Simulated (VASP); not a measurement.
Crystal: TaIn4.

```
Ta In
1.0
    -3.04500    3.04500    3.04500
     3.04500   -3.04500    3.04500
     3.04500    3.04500   -3.04500
Ta In
1 4
Direct
  0.00000 0.00000 0.00000
  0.00000 0.50000 0.00000
  0.50000 0.00000 0.00000
  0.00000 0.00000 0.50000
  0.50000 0.50000 0.50000
```

```yaml
Program: VASP 6.6.1
Task: relaxation of cell and atoms
Functional: PBE
Potentials_or_basis: VASP PAW PBE potentials, release 64 (Ta_pv, In_d)
Cutoff: 600 eV
k_mesh: 4 × 4 × 4
Occupations: gaussian, width 0.2 eV
Spin: no spin polarisation
```

At the start: pressure 22.1 GPa; volume 22.59 Å³/atom.

Task: How do energy, volume and symmetry change on relaxing?

Result: Over 3 steps the energy falls by 317.9 meV/atom and the volume is 28.35 Å³/atom (+25.5 %); space group Im-3m (No. 229, to 0.05 Å).

The path:
```tsv
step	energy change (eV)	largest force (eV/Å)	pressure (GPa)	volume (Å³)
1	0.0000	0.0000	22.10	112.93
2	-0.7606	0.0000	-7.06	171.90
3	-1.5893	0.0000	-0.16	141.73
```

Final structure:
```
Ta In
1.0
    -3.28446    3.28446    3.28446
     3.28446   -3.28446    3.28446
     3.28446    3.28446   -3.28446
Ta In
1 4
Cartesian
  0.0000 0.0000 0.0000
  1.6422 -1.6422 1.6422
  -1.6422 1.6422 1.6422
  1.6422 1.6422 -1.6422
  1.6422 1.6422 1.6422
```

Caveat: the k points lie up to 0.34 Å⁻¹ apart in the final cell; the volume moved by over 15 % at a fixed basis, so the end points are rough.
